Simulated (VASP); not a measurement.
# NaCl (Fm-3m) in VASP: further runs

NaCl is run at these levels: PBE; tasks: single point.

All numbers are computed with VASP 6.6.1; they aren't measurements. Logs are shortened: lines on timing, memory, paths and dates and some standing lists are left out, and cuts for length are marked.

## (1) The cell of the first run

The structure is cubic, space group Fm-3m (No. 225). Conventional cell: a = 5.549 Å, b = 5.549 Å, c = 5.549 Å, α = 90.00°, β = 90.00°, γ = 90.00°. Na (site symmetry m-3m) has 6 Cl at 2.77 Å within 3.7 Å. Within 3.7 Å of Cl (site symmetry m-3m) lie 6 Na at 2.77 Å.

## (2) Single point, PBE (strain -1.0%)

Contents of INCAR:

```
  PREC = Accurate
  ENCUT = 520
  EDIFF = 1E-6
  ISMEAR = 0
  SIGMA = 0.01
  LREAL = F
  LASPH = T
  NELM = 60
  ALGO = Normal
  ISIF = 2
  LWAVE = F
  LCHARG = F
  GGA = PE
  NBANDS = 14
```

Contents of KPOINTS:

```
Automatic mesh
0
Gamma
  4 4 4
```

Contents of POSCAR:

```
NaCl
1.0
    0.0000000000      2.7746718371      2.7746718371
    2.7746718371      0.0000000000      2.7746718371
    2.7746718371      2.7746718371      0.0000000000
Na Cl
1 1
Direct
    0.0000000000      0.0000000000      0.0000000000
    0.5000000000      0.5000000000      0.5000000000
```

Potentials or basis: VASP PAW PBE potentials, release 64 (Na_pv, Cl).

Command:

```
$ cat potpaw_PBE.64/Na_pv/POTCAR potpaw_PBE.64/Cl/POTCAR > POTCAR
$ mpirun -np 1 vasp_std > vasp.out
```

OUTCAR:

```text
PREC = Accurate
   ENCUT = 520
   EDIFF = 1E-6
   ISMEAR = 0
   LREAL = F
   LASPH = T
   NELM = 60
   ISIF = 2
   GGA = PE

 ion  position               nearest neighbor table
   1  0.000  0.000  0.000-
   2  0.500  0.500  0.500-

  LATTYP: Found a face centered cubic cell.
 ALAT       =     5.5493436742

  Lattice vectors:

 A1 = (   0.0000000000,   2.7746718371,   2.7746718371)
 A2 = (   2.7746718371,   0.0000000000,   2.7746718371)
 A3 = (   2.7746718371,   2.7746718371,   0.0000000000)

Analysis of symmetry for initial positions (statically):
=====================================================================
 Subroutine PRICEL returns:
 Original cell was already a primitive cell.

 Routine SETGRP: Setting up the symmetry group for a
 face centered cubic supercell.

 Subroutine GETGRP returns: Found 48 space group operations
 (whereof 48 operations were pure point group operations)
 out of a pool of 48 trial point group operations.

The static configuration has the point symmetry O_h .

Analysis of symmetry for dynamics (positions and initial velocities):
=====================================================================
 Subroutine PRICEL returns:
 Original cell was already a primitive cell.

 Routine SETGRP: Setting up the symmetry group for a
 face centered cubic supercell.

 Subroutine GETGRP returns: Found 48 space group operations
 (whereof 48 operations were pure point group operations)
 out of a pool of 48 trial point group operations.

The dynamic configuration has the point symmetry O_h .

 Subroutine INISYM returns: Found 48 space group operations
 (whereof 48 operations are pure point group operations),
 and found     1 'primitive' translations

----------------------------------------------------------------------------------------

                                     Primitive cell

  volume of cell :      42.7233

  direct lattice vectors                    reciprocal lattice vectors
     0.000000000  2.774671837  2.774671837    -0.180201490  0.180201490  0.180201490
     2.774671837  0.000000000  2.774671837     0.180201490 -0.180201490  0.180201490
     2.774671837  2.774671837  0.000000000     0.180201490  0.180201490 -0.180201490

  length of vectors
     3.923978543  3.923978543  3.923978543     0.312118137  0.312118137  0.312118137

[... 70 lines left out ...]
   ISYM   =      2    0-nonsym 1-usesym 2-fastsym
   POTIM  = 0.5000    time-step for ionic-motion
   TEBEG  =    0.0;   TEEND  =   0.0 temperature during run
   PSTRESS=    0.0 pullay stress
   NELECT =      14.0000    total number of electrons
   NUPDOWN=      -1.0000    fix difference up-down
   EMIN   =  10.00;   EMAX   =-10.00  energy-range for DOS
   EFERMI =   0.00;   METHOD = LEGACY
   ISMEAR =     0;   SIGMA  =   0.01  broadening in eV -4-tet -1-fermi 0-gaus
   EFERMI_NEDOS =   21; number of points for ismear=-14 and -15
   IALGO  =     38    algorithm
   IMIX   =      4    mixing-type and parameters
     AMIX     =   0.40;   BMIX     =  1.00
     AMIX_MAG =   1.60;   BMIX_MAG =  1.00
  volume/ion in A,a.u.               =      21.36       144.16
  Fermi-wavevector in a.u.,A,eV,Ry     =   1.128658  2.132855 17.332053  1.273870
  Thomas-Fermi vector in A             =   2.265349
   LORBIT       =      0    0 simple, 1 ext, 2 COOP (PROOUT), +10 PAW based schemes
   GGA     = PE    functional components
   LHFCALC =     F    Hartree Fock is set to
   AEXX    =    0.0000 exact exchange contribution
   IVDW    =     0    specifies the selected vdW correction
   LEPSILON=     F    determine dielectric tensor
   LRPA    =     F    only Hartree local field effects (RPA)
 non-spin polarized calculation
 Gauss-broadening in eV      SIGMA  =   0.01
  energy-cutoff  :      520.00
  volume of cell :       42.72
 maximum number of plane-waves:      1174
 NGX is ok and might be reduce to    30
   NGX = 15   NGY = 15   NGZ = 15

 number of electron      14.0000011 magnetization

 Free energy of the ion-electron system (eV)
  ---------------------------------------------------
  ext. energy  EPLUGINS =         0.00000000
  ---------------------------------------------------
  free energy    TOTEN  =        -6.75307336 eV

  energy without entropy =       -6.75307336  energy(sigma->0) =       -6.75307336

 E-fermi :  -0.3359     XC(G=0):  -8.3752

 val. band max:       -0.4382444758   @ k =   0.0000   0.0000   0.0000
 cond. band min:       4.8618135142   @ k =   0.0000   0.0000   0.0000
 fundamental gap:      5.3000579900
 Fermi energy:        -0.3359168519

 k-point     1 :       0.0000    0.0000    0.0000
  band No.  band energies     occupation
      1     -21.1715      2.00000
      2     -21.1714      2.00000
      3     -21.1714      2.00000
      4     -13.2115      2.00000
      5      -0.4382      2.00000
      6      -0.4382      2.00000
      7      -0.4382      2.00000
      8       4.8618      0.00000
      9      10.7273      0.00000
     10      10.7273      0.00000
     11      10.7273      0.00000
     12      12.9526      0.00000
     13      12.9526      0.00000
     14      14.6405      0.00000
[... 105 lines left out ...]
      1     -21.1888      2.00000
      2     -21.1888      2.00000
      3     -21.1842      2.00000
      4     -12.7509      2.00000
      5      -1.7218      2.00000
      6      -1.7218      2.00000
      7      -1.2564      2.00000
      8       8.5898      0.00000
      9       9.3913      0.00000
     10       9.3913      0.00000
     11      11.1661      0.00000
     12      15.6490      0.00000
     13      15.6490      0.00000
     14      16.1964      0.00000

------------------------ aborting loop because EDIFF is reached ----------------------------------------

  FORCE on cell =-STRESS in cart. coord.  units (eV):
  Direction    XX          YY          ZZ          XY          YZ          ZX
  --------------------------------------------------------------------------------------
  -------------------------------------------------------------------------------------
  Total        0.5918203      0.5918203      0.5918203      0.0000000      0.0000000      0.0000000
  in kB       22.1939998     22.1939998     22.1939998      0.0000000      0.0000000      0.0000000
  external PRESSURE =      22.1939998 kB  Pullay stress =       0.0000000 kB

 VOLUME and BASIS-vectors are now :
 -----------------------------------------------------------------------------
  energy-cutoff  :      520.00
  volume of cell :       42.72
      direct lattice vectors                 reciprocal lattice vectors
     0.000000000  2.774671837  2.774671837    -0.180201490  0.180201490  0.180201490
     2.774671837  0.000000000  2.774671837     0.180201490 -0.180201490  0.180201490
     2.774671837  2.774671837  0.000000000     0.180201490  0.180201490 -0.180201490

 POSITION                                       TOTAL-FORCE (eV/Angst)
 -----------------------------------------------------------------------------------
      0.00000      0.00000      0.00000         0.000000      0.000000      0.000000
      2.77467      2.77467      2.77467        -0.000000     -0.000000     -0.000000
 -----------------------------------------------------------------------------------
    total drift:                               -0.000000      0.000000      0.000000

  FREE ENERGIE OF THE ION-ELECTRON SYSTEM (eV)
  ---------------------------------------------------
  free  energy   TOTEN  =        -6.7530733628 eV

  energy  without entropy=       -6.7530733628  energy(sigma->0) =       -6.75307336
```

OSZICAR:

```text
N       E                     dE             d eps       ncg     rms          rms(c)
DAV:   1     0.105081276836E+03    0.10508E+03   -0.69527E+03   230   0.102E+03
DAV:   2     0.737608455730E+00   -0.10434E+03   -0.97818E+02   236   0.279E+02
DAV:   3    -0.681595542289E+01   -0.75536E+01   -0.75048E+01   272   0.730E+01
DAV:   4    -0.694120484781E+01   -0.12525E+00   -0.12516E+00   254   0.982E+00
DAV:   5    -0.694386704494E+01   -0.26622E-02   -0.26618E-02   284   0.148E+00    0.217E+00
DAV:   6    -0.675930932626E+01    0.18456E+00   -0.29999E-01   260   0.328E+00    0.163E+00
DAV:   7    -0.674776275474E+01    0.11547E-01   -0.82825E-02   298   0.168E+00    0.111E+00
DAV:   8    -0.675311380171E+01   -0.53510E-02   -0.93328E-03   254   0.857E-01    0.308E-01
DAV:   9    -0.675298172101E+01    0.13208E-03   -0.22886E-04   278   0.120E-01    0.155E-01
DAV:  10    -0.675308254566E+01   -0.10082E-03   -0.27334E-04   266   0.137E-01    0.643E-02
DAV:  11    -0.675307290944E+01    0.96362E-05   -0.19897E-05   284   0.433E-02    0.101E-02
DAV:  12    -0.675307336275E+01   -0.45331E-06   -0.16804E-06   278   0.126E-02
   1 F= -.67530734E+01 E0= -.67530734E+01  d E =-.886218E-49
```

Wall time 4.6 s (1 thread of Intel Xeon Platinum 8488C (Sapphire Rapids), shared host); peak memory 0.15 GiB.

Results:

```yaml
Free_energy: -6.7531 eV
Pressure: 2.2 GPa
Band_gap_on_the_k_mesh: 5.30 eV
```

Caveat: the k points lie up to 0.49 Å⁻¹ apart; the cell differs from its parent crystal (strain -1.0%).

## (3) Single point, PBE (strain +1.0%)

Contents of INCAR:

```
ALGO = Normal
EDIFF = 1E-6
ENCUT = 520
GGA = PE
ISIF = 2
ISMEAR = 0
LASPH = T
LCHARG = F
LREAL = F
LWAVE = F
NBANDS = 14
NELM = 60
PREC = Accurate
SIGMA = 0.01
```

Contents of KPOINTS:

```
k-points
0
Gamma
  4 4 4
```

Contents of POSCAR:

```
NaCl
1.0
    0.0000000000      2.8307258136      2.8307258136
    2.8307258136      0.0000000000      2.8307258136
    2.8307258136      2.8307258136      0.0000000000
Na Cl
1 1
Direct
    0.0000000000      0.0000000000      0.0000000000
    0.5000000000      0.5000000000      0.5000000000
```

Potentials or basis: VASP PAW PBE potentials, release 64 (Na_pv, Cl).

Command:

```
$ cat potpaw_PBE.64/Na_pv/POTCAR potpaw_PBE.64/Cl/POTCAR > POTCAR
$ mpirun -np 1 vasp_std > vasp.out
```

It took 4.7 s on 1 thread of Intel Xeon Platinum 8488C (Sapphire Rapids), shared host; peak memory 0.15 GiB.

It converged, with:

| Property | Result |
| --- | --- |
| Free energy | -6.7750 eV |
| Pressure | 0.4 GPa |
| Band gap on the k mesh | 5.06 eV |

Levels at points of the mesh, in eV from the valence-band top:
```tsv
k point	band 5	band 6	band 7	band 8	band 9	band 10
(0.00, 0.00, 0.00)	0.00	0.00	0.00	5.06	11.11	11.11
(0.50, 0.00, 0.00)	-1.89	-0.26	-0.26	7.25	10.53	10.94
(0.50, 0.50, 0.00)	-1.63	-0.58	-0.58	7.50	8.09	11.24
```

Caveat: the k points lie up to 0.48 Å⁻¹ apart; the cell differs from its parent crystal (strain +1.0%).
